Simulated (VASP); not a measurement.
Crystal: NaCl.

```
CELL_PARAMETERS angstrom
0.00000 2.84817 2.84817
2.84817 0.00000 2.84817
2.84817 2.84817 0.00000
ATOMIC_POSITIONS crystal
Na 0.50000 0.50000 0.50000
Cl 0.00000 0.00000 0.00000
```

Base run:

- Program: VASP 6.6.1
- Functional: PBE
- Potentials or basis: VASP PAW PBE potentials, release 64 (Na_pv, Cl)
- Cutoff: 520 eV
- k mesh: 8 × 8 × 8
- Occupations: gaussian, width 0.02 eV
- Spin: no spin polarisation

Its results: band gap on the k mesh 4.99 eV; pressure 0.0 GPa.

Question: The run is repeated on the same cell with these changes: functional from PBE to r2SCAN. What comes out?

Answer: Band gap on the k mesh 5.80 eV; pressure -1.4 GPa.

Caveats: the PAW data sets were made with another functional, which shifts forces and pressure a little (at least some runs).

A k mesh can miss the band edges.
